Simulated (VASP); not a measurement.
# HC4 in VASP: a series of runs, part 2 of 2

VASP 6.6.1. The steps go on from the part before.

## 3. Single point, PBE+D3(BJ)

INCAR reads:

```
PREC = Accurate
ENCUT = 520
EDIFF = 1E-6
ISMEAR = 0
SIGMA = 0.1
LREAL = False
LASPH = True
NELM = 60
ALGO = Normal
ISIF = 2
LWAVE = False
LCHARG = True
LDIPOL = True
IDIPOL = 3
DIPOL = 0.5 0.5 0.241
GGA = PE
IVDW = 12
LELF = True
LVHAR = True
LVACPOTAV = True
NBANDS = 28
```

KPOINTS reads:

```
regular mesh
0
Gamma
  6 6 1
```

POSCAR reads:

```
HC4
1.0
    4.9313048818      0.0000000000      0.0000000000
   -2.4656524409      4.2706353015      0.0000000000
    0.0000000000      0.0000000000     18.0000331943
C H
8 2
Direct
    0.3333333333      0.1666666667      0.2222236565
    0.3333333333      0.6666666667      0.2222236565
    0.8333333333      0.1666666667      0.2222236565
    0.8333333333      0.6666666667      0.2222236565
    0.1666666667      0.3333333333      0.2222218124
    0.1666666667      0.8333333333      0.2222218124
    0.6666666667      0.3333333333      0.2222218124
    0.6666666667      0.8333333333      0.2222218124
    0.5948708557      0.4051291443      0.3183345904
    0.9051291443      0.0948708557      0.3183345904
```

Potentials or basis: VASP PAW PBE potentials, release 64 (C, H).

Started as:

```console
$ cat potpaw_PBE.64/C/POTCAR potpaw_PBE.64/H/POTCAR > POTCAR
$ mpirun -np 1 vasp_std > vasp.out
```

OUTCAR:

```text
PREC = Accurate
   ENCUT = 520
   EDIFF = 1E-6
   ISMEAR = 0
   LREAL = False
   LASPH = True
   NELM = 60
   ISIF = 2
   GGA = PE
   IVDW = 12
 IVDW          = 12

 ion  position               nearest neighbor table
   1  0.333  0.167  0.222-   5 1.42   7 1.42   6 1.42
   2  0.333  0.667  0.222-   6 1.42   8 1.42   5 1.42
   3  0.833  0.167  0.222-   7 1.42   5 1.42   8 1.42
   4  0.833  0.667  0.222-   8 1.42   6 1.42   7 1.42
   5  0.167  0.333  0.222-   1 1.42   3 1.42   2 1.42
   6  0.167  0.833  0.222-   2 1.42   4 1.42   1 1.42
   7  0.667  0.333  0.222-   3 1.42   1 1.42   4 1.42
   8  0.667  0.833  0.222-   4 1.42   2 1.42   3 1.42
   9  0.595  0.405  0.318-
  10  0.905  0.095  0.318-

  LATTYP: Found a hexagonal cell.
 ALAT       =     4.9313048818
 C/A-ratio  =     3.6501562215

  Lattice vectors:

 A1 = (   4.9313048818,   0.0000000000,   0.0000000000)
 A2 = (  -2.4656524409,   4.2706353015,   0.0000000000)
 A3 = (   0.0000000000,   0.0000000000,  18.0000331943)

Analysis of symmetry for initial positions (statically):
=====================================================================
 Subroutine PRICEL returns:
 Original cell was already a primitive cell.

 Routine SETGRP: Setting up the symmetry group for a
 hexagonal supercell.

 Subroutine GETGRP returns: Found  4 space group operations
 (whereof  2 operations were pure point group operations)
 out of a pool of 24 trial point group operations.

The static configuration has the point symmetry C_1h.
 The point group associated with its full space group is C_2v.

Analysis of symmetry for dynamics (positions and initial velocities):
=====================================================================
 Subroutine PRICEL returns:
 Original cell was already a primitive cell.

 Routine SETGRP: Setting up the symmetry group for a
 hexagonal supercell.

 Subroutine GETGRP returns: Found  4 space group operations
 (whereof  2 operations were pure point group operations)
 out of a pool of 24 trial point group operations.

[... 138 lines left out ...]
  energy-cutoff  :      520.00
  volume of cell :      379.08
 maximum number of plane-waves:     10258
 NGX is ok and might be reduce to    40
   NGX = 19   NGY = 19   NGZ = 67

 dipolmoment           0.000000      0.000000     -0.010997 electrons x Angstroem

 number of electron      33.9999998 magnetization

 dipolmoment           0.000000      0.000000      0.190726 electrons x Angstroem

 Free energy of the ion-electron system (eV)
  ---------------------------------------------------
  ext. energy  EPLUGINS =         0.00000000
  ---------------------------------------------------
  free energy    TOTEN  =       -74.83848136 eV

  energy without entropy =      -74.81525220  energy(sigma->0) =      -74.82686678

 E-fermi :  -3.0221     XC(G=0):  -2.8366

 val. band max:       -3.0245834878   @ k =  -0.1667   0.3333   0.0000
 cond. band min:      -2.9940527384   @ k =  -0.1667   0.5000   0.0000
 fundamental gap:      0.0305307494
 Fermi energy:        -3.0221480172

 k-point     1 :       0.0000    0.0000    0.0000
  band No.  band energies     occupation
      1     -22.9216      2.00000
      2     -17.7091      2.00000
      3     -17.6771      2.00000
      4     -17.6507      2.00000
      5     -16.6324      2.00000
      6     -16.6119      2.00000
[... 392 lines left out ...]
     27       4.5393      0.00000
     28       4.5602      0.00000

------------------------ aborting loop because EDIFF is reached ----------------------------------------

 Edisp (eV)   -0.90999

 E8    (eV) :    -0.2709

  FORCE on cell =-STRESS in cart. coord.  units (eV):
  Direction    XX          YY          ZZ          XY          YZ          ZX
  --------------------------------------------------------------------------------------
  -------------------------------------------------------------------------------------
  Total       0.80357     1.01080     0.09184     0.17946     0.00000     0.00000
  in kB       3.39632     4.27216     0.38817     0.75850     0.00000     0.00000
  external pressure =        2.69 kB  Pullay stress =        0.00 kB

 VOLUME and BASIS-vectors are now :
 -----------------------------------------------------------------------------
  energy-cutoff  :      520.00
  volume of cell :      379.08
      direct lattice vectors                 reciprocal lattice vectors
     4.931304882  0.000000000  0.000000000     0.202786083  0.117078599  0.000000000
    -2.465652441  4.270635301  0.000000000     0.000000000  0.234157199  0.000000000
     0.000000000  0.000000000 18.000033194     0.000000000  0.000000000  0.055555453

 POSITION                                       TOTAL-FORCE (eV/Angst)
 -----------------------------------------------------------------------------------
      1.23283      0.71177      4.00003        -0.416875     -0.664911     -0.431401
     -0.00000      2.84709      4.00003         0.636892     -0.367710     -0.122378
      3.69848      0.71177      4.00003         0.486790     -0.281048      0.941914
      2.46565      2.84709      4.00003         0.367392      0.693480     -0.431401
      0.00000      1.42355      4.00000         0.416875      0.664911     -0.431401
     -1.23283      3.55886      4.00000        -0.636892      0.367710     -0.122378
      2.46565      1.42355      4.00000        -0.486790      0.281048      0.941914
      1.23283      3.55886      4.00000        -0.367392     -0.693480     -0.431401
      1.93458      1.73016      5.73003         0.350817     -0.202544      0.043267
      4.22955      0.40516      5.73003        -0.350817      0.202544      0.043267
 -----------------------------------------------------------------------------------
    total drift:                                0.000113     -0.000065      0.000336

  FREE ENERGIE OF THE ION-ELECTRON SYSTEM (eV)
  ---------------------------------------------------
  free  energy   TOTEN  =       -75.7484732020 eV

  energy  without entropy=      -75.7252440435  energy(sigma->0) =      -75.73685862

 vacuum level on the upper side and lower side of the slab         2.772         1.133
```

OSZICAR:

```text
N       E                     dE             d eps       ncg     rms          rms(c)
DAV:   1     0.272949628200E+03    0.27295E+03   -0.12450E+04   760   0.898E+02
DAV:   2    -0.349145551701E+02   -0.30786E+03   -0.28825E+03  1148   0.215E+02
DAV:   3    -0.789699573602E+02   -0.44055E+02   -0.43312E+02   944   0.884E+01
DAV:   4    -0.802229584398E+02   -0.12530E+01   -0.12478E+01   960   0.189E+01
[... 15 lines left out ...]
DAV:  20    -0.748384697934E+02   -0.20615E-04   -0.17138E-06   576   0.253E-03    0.105E-03
DAV:  21    -0.748384749496E+02   -0.51562E-05   -0.20599E-07   596   0.140E-03    0.361E-04
DAV:  22    -0.748384792545E+02   -0.43048E-05   -0.15259E-07   568   0.925E-04    0.271E-04
DAV:  23    -0.748384808686E+02   -0.16141E-05   -0.66117E-08   576   0.710E-04    0.140E-04
DAV:  24    -0.748384813578E+02   -0.48925E-06   -0.11287E-08   632   0.337E-04
   1 F= -.75748473E+02 E0= -.75736859E+02  d E =-.232292E-01
```

Wall time 2.4 min (1 thread of Intel Xeon 6975P-C (Granite Rapids), shared host); peak memory 0.53 GiB.

Results:

```yaml
Free_energy: -75.7485 eV
Largest_force: 1.097 eV/Å
Band_gap_on_the_k_mesh: zero (band 17 reaches -2.99 eV, above the bottom of band 18 at -3.30 eV)
Dispersion_energy_per_atom: -0.091 eV
```

Forces in eV/Å, atoms in the order of the input:
```
C   -0.417 -0.665 -0.431
C    0.637 -0.368 -0.122
C    0.487 -0.281  0.942
C    0.367  0.693 -0.431
C    0.417  0.665 -0.431
C   -0.637  0.368 -0.122
C   -0.487  0.281  0.942
C   -0.367 -0.693 -0.431
H    0.351 -0.203  0.043
H   -0.351  0.203  0.043
```

Levels at points of the mesh, in eV from the Fermi level:
| k point | band 14 | band 15 | band 16 | band 17 | band 18 | band 19 | band 20 | band 21 |
| --- | --- | --- | --- | --- | --- | --- | --- | --- |
| (0.00, 0.00, 0.00) | -3.39 | -3.11 | -2.73 | -0.54 | -0.28 | 1.32 | 1.33 | 3.37 |
| (0.50, 0.00, 0.00) | -5.31 | -3.74 | -3.15 | -0.01 | 0.75 | 2.49 | 2.62 | 5.42 |
| (0.50, 0.50, 0.00) | -5.40 | -3.54 | -3.11 | -0.28 | 0.69 | 2.45 | 2.72 | 5.47 |

## 4. Single point, PBE+D3(BJ)

INCAR reads:

```
SYSTEM = HC4
PREC = Accurate
ENCUT = 520
EDIFF = 1E-7
ISMEAR = 0
SIGMA = 0.1
LREAL = .FALSE.
LASPH = .TRUE.
NELM = 60
ALGO = Normal
ISIF = 2
LWAVE = .FALSE.
LCHARG = .FALSE.
LDIPOL = .TRUE.
IDIPOL = 3
DIPOL = 0.5 0.5 0.241
GGA = PE
IVDW = 12
NBANDS = 28
```

KPOINTS reads:

```
Automatic mesh
0
G
  6 6 1
  0 0 0
```

Changes to POSCAR since step 3:

```diff
@@ -16,3 +16,3 @@
     0.6666666667      0.8333333333      0.2222218124
-    0.5948708557      0.4051291443      0.3183345904
-    0.9051291443      0.0948708557      0.3183345904
+    0.7119494552      0.2880505448      0.3183345904
+    0.7880505448      0.2119494552      0.3183345904
```

Potentials or basis: VASP PAW PBE potentials, release 64 (C, H).

Started as:

```console
$ cat potpaw_PBE.64/C/POTCAR potpaw_PBE.64/H/POTCAR > POTCAR
$ mpirun -np 1 vasp_std > vasp.out
```

OUTCAR:

```text
SYSTEM = HC4
   PREC = Accurate
   ENCUT = 520
   EDIFF = 1E-7
   ISMEAR = 0
   LREAL = .FALSE.
   LASPH = .TRUE.
   NELM = 60
   ISIF = 2
   GGA = PE
   IVDW = 12
 IVDW          = 12

 ion  position               nearest neighbor table
   1  0.333  0.167  0.222-   5 1.42   7 1.42   6 1.42
   2  0.333  0.667  0.222-   6 1.42   8 1.42   5 1.42
   3  0.833  0.167  0.222-   7 1.42   5 1.42   8 1.42
   4  0.833  0.667  0.222-   8 1.42   6 1.42   7 1.42
   5  0.167  0.333  0.222-   1 1.42   3 1.42   2 1.42
   6  0.167  0.833  0.222-   2 1.42   4 1.42   1 1.42
   7  0.667  0.333  0.222-   3 1.42   1 1.42   4 1.42
   8  0.667  0.833  0.222-   4 1.42   2 1.42   3 1.42
   9  0.712  0.288  0.318-  10 0.65
  10  0.788  0.212  0.318-   9 0.65

  LATTYP: Found a hexagonal cell.
 ALAT       =     4.9313048818
 C/A-ratio  =     3.6501562215

  Lattice vectors:

 A1 = (   4.9313048818,   0.0000000000,   0.0000000000)
 A2 = (  -2.4656524409,   4.2706353015,   0.0000000000)
 A3 = (   0.0000000000,   0.0000000000,  18.0000331943)

Analysis of symmetry for initial positions (statically):
=====================================================================
 Subroutine PRICEL returns:
 Original cell was already a primitive cell.

 Routine SETGRP: Setting up the symmetry group for a
 hexagonal supercell.

 Subroutine GETGRP returns: Found  4 space group operations
 (whereof  2 operations were pure point group operations)
 out of a pool of 24 trial point group operations.

The static configuration has the point symmetry C_1h.
 The point group associated with its full space group is C_2v.

Analysis of symmetry for dynamics (positions and initial velocities):
=====================================================================
 Subroutine PRICEL returns:
 Original cell was already a primitive cell.

 Routine SETGRP: Setting up the symmetry group for a
 hexagonal supercell.

[... 141 lines left out ...]
 Gauss-broadening in eV      SIGMA  =   0.10
  energy-cutoff  :      520.00
  volume of cell :      379.08
 maximum number of plane-waves:     10258
 NGX is ok and might be reduce to    40
   NGX = 19   NGY = 19   NGZ = 67

 number of electron      33.9999996 magnetization

 dipolmoment           0.000000      0.000000      0.032851 electrons x Angstroem

 Free energy of the ion-electron system (eV)
  ---------------------------------------------------
  ext. energy  EPLUGINS =         0.00000000
  ---------------------------------------------------
  free energy    TOTEN  =       -78.72865317 eV

  energy without entropy =      -78.72842492  energy(sigma->0) =      -78.72853905

 E-fermi :  -2.7182     XC(G=0):  -2.6420

 val. band max:       -2.9001649789   @ k =   0.3333   0.3333   0.0000
 cond. band min:      -2.5361376251   @ k =   0.3333   0.3333   0.0000
 fundamental gap:      0.3640273538
 Fermi energy:        -2.7181513009

 k-point     1 :       0.0000    0.0000    0.0000
  band No.  band energies     occupation
      1     -22.3278      2.00000
      2     -17.2225      2.00000
      3     -17.0383      2.00000
      4     -17.0042      2.00000
      5     -16.0555      2.00000
      6     -15.9938      2.00000
[... 392 lines left out ...]
     27       4.3673      0.00000
     28       4.7370      0.00000

------------------------ aborting loop because EDIFF is reached ----------------------------------------

 vacuum level on the upper side and lower side of the slab       (xc-potential included)         0.128        -0.145

 Edisp (eV)   -0.83396

 E8    (eV) :    -0.2524

  FORCE on cell =-STRESS in cart. coord.  units (eV):
  Direction    XX          YY          ZZ          XY          YZ          ZX
  --------------------------------------------------------------------------------------
  -------------------------------------------------------------------------------------
  Total       3.24881     0.18933     7.89706    -2.64958     0.00000     0.00000
  in kB      13.73114     0.80022    33.37710   -11.19851     0.00000     0.00000
  external pressure =       15.97 kB  Pullay stress =        0.00 kB

 VOLUME and BASIS-vectors are now :
 -----------------------------------------------------------------------------
  energy-cutoff  :      520.00
  volume of cell :      379.08
      direct lattice vectors                 reciprocal lattice vectors
     4.931304882  0.000000000  0.000000000     0.202786083  0.117078599  0.000000000
    -2.465652441  4.270635301  0.000000000     0.000000000  0.234157199  0.000000000
     0.000000000  0.000000000 18.000033194     0.000000000  0.000000000  0.055555453

 POSITION                                       TOTAL-FORCE (eV/Angst)
 -----------------------------------------------------------------------------------
      1.23283      0.71177      4.00003         0.299649      0.017823     -0.185175
     -0.00000      2.84709      4.00003         0.067157     -0.038773      0.139966
      3.69848      0.71177      4.00003         0.820001     -0.473428     -2.073877
      2.46565      2.84709      4.00003         0.134390     -0.268415     -0.185175
      0.00000      1.42355      4.00000        -0.299649     -0.017823     -0.185175
     -1.23283      3.55886      4.00000        -0.067157      0.038773      0.139966
      2.46565      1.42355      4.00000        -0.820001      0.473428     -2.073877
      1.23283      3.55886      4.00000        -0.134390      0.268415     -0.185175
      2.80061      1.23016      5.73003        -3.891648      2.246844      2.304260
      3.36352      0.90516      5.73003         3.891648     -2.246844      2.304260
 -----------------------------------------------------------------------------------
    total drift:                               -0.000148      0.000085      0.000475

  FREE ENERGIE OF THE ION-ELECTRON SYSTEM (eV)
  ---------------------------------------------------
  free  energy   TOTEN  =       -79.5626085304 eV

  energy  without entropy=      -79.5623802812  energy(sigma->0) =      -79.56249441

 vacuum level on the upper side and lower side of the slab         1.941         1.660
```

OSZICAR:

```text
N       E                     dE             d eps       ncg     rms          rms(c)
DAV:   1     0.271475383924E+03    0.27148E+03   -0.12557E+04   768   0.898E+02
DAV:   2    -0.419222197439E+02   -0.31340E+03   -0.29652E+03  1132   0.218E+02
DAV:   3    -0.832500474990E+02   -0.41328E+02   -0.41113E+02   908   0.865E+01
DAV:   4    -0.843519804146E+02   -0.11019E+01   -0.10968E+01   936   0.178E+01
[... 14 lines left out ...]
DAV:  19    -0.787286465419E+02   -0.11770E-04   -0.30137E-07   748   0.199E-03    0.346E-04
DAV:  20    -0.787286518192E+02   -0.52772E-05   -0.10741E-07   640   0.899E-04    0.163E-04
DAV:  21    -0.787286529547E+02   -0.11355E-05   -0.33052E-08   560   0.477E-04    0.935E-05
DAV:  22    -0.787286531157E+02   -0.16099E-06   -0.32462E-09   572   0.283E-04    0.499E-05
DAV:  23    -0.787286531735E+02   -0.57782E-07   -0.55650E-10   604   0.138E-04
   1 F= -.79562609E+02 E0= -.79562494E+02  d E =-.228249E-03
```

Run time: 2.5 min. Hardware: 1 thread of Intel Xeon 6975P-C (Granite Rapids), shared host; peak memory 0.54 GiB.

What came out:

```
Free energy                : -79.5626 eV
Largest force              : 5.050 eV/Å
Band gap on the k mesh     : 0.36 eV, direct
Dispersion energy per atom : -0.083 eV
```

Forces in eV/Å, atoms in the order of the input:
```
C    0.300  0.018 -0.185
C    0.067 -0.039  0.140
C    0.820 -0.473 -2.074
C    0.134 -0.268 -0.185
C   -0.300 -0.018 -0.185
C   -0.067  0.039  0.140
C   -0.820  0.473 -2.074
C   -0.134  0.268 -0.185
H   -3.892  2.247  2.304
H    3.892 -2.247  2.304
```

Levels at points of the mesh, in eV from the valence-band top:
```tsv
k point	band 13	band 14	band 15	band 16	band 17	band 18	band 19	band 20	band 21	band 22
(0.00, 0.00, 0.00)	-2.89	-2.88	-2.37	-2.19	-1.52	1.57	1.74	1.92	3.99	4.52
(0.50, 0.00, 0.00)	-4.94	-4.88	-4.14	-2.74	-1.89	2.80	2.99	5.09	6.00	6.19
(0.50, 0.50, 0.00)	-4.90	-4.88	-4.40	-2.59	-1.63	2.64	2.97	4.92	5.97	6.21
```

## 5. Single point, PBE+D3(BJ)

INCAR reads:

```
SYSTEM = HC4
PREC = Accurate
ENCUT = 520
EDIFF = 1E-7
ISMEAR = 0
SIGMA = 0.1
LREAL = .False.
LASPH = .True.
NELM = 80
ALGO = Normal
ISIF = 2
LWAVE = .False.
LCHARG = .True.
LDIPOL = .True.
IDIPOL = 3
DIPOL = 0.5 0.5 0.251
GGA = PE
IVDW = 12
LELF = .True.
LVHAR = .True.
LVACPOTAV = .True.
NBANDS = 28
```

KPOINTS reads:

```
Automatic mesh
0
Gamma
  6 6 1
  0 0 0
```

Changes to POSCAR since step 4:

```diff
@@ -16,3 +16,3 @@
     0.6666666667      0.8333333333      0.2222218124
-    0.7119494552      0.2880505448      0.3183345904
-    0.7880505448      0.2119494552      0.3183345904
+    0.6962023835      0.3037976165      0.3666678346
+    0.8037976165      0.1962023835      0.3666678346
```

Started as:

```console
$ cat potpaw_PBE.64/C/POTCAR potpaw_PBE.64/H/POTCAR > POTCAR
$ mpirun -np 1 vasp_std > vasp.out
```

Run time: 2.8 min. Hardware: 1 thread of Intel Xeon 6975P-C (Granite Rapids), shared host; peak memory 0.53 GiB.

The run converged. Its results:

* Free energy: -80.9475 eV
* Largest force: 3.391 eV/Å
* Band gap on the k mesh: 0.03 eV, direct
* Dispersion energy per atom: -0.084 eV

Forces on the atoms (eV/Å):
```
C    0.067  0.004 -0.003
C    0.016 -0.009  0.037
C    0.021 -0.012 -0.189
C    0.030 -0.060 -0.003
C   -0.067 -0.004 -0.003
C   -0.016  0.009  0.037
C   -0.021  0.012 -0.189
C   -0.030  0.060 -0.003
H    2.934 -1.694  0.156
H   -2.934  1.694  0.156
```

Levels at points of the mesh, in eV from the valence-band top:
```
           k point  band 14  band 15  band 16  band 17  band 18  band 19  band 20  band 21
(0.00, 0.00, 0.00)    -3.02    -2.36    -2.34    -2.28     1.64     1.68     1.69     3.64
(0.50, 0.00, 0.00)    -5.02    -4.86    -2.74    -2.66     2.81     2.83     3.93     5.64
(0.50, 0.50, 0.00)    -5.03    -4.90    -2.73    -2.63     2.74     2.83     3.33     5.64
```
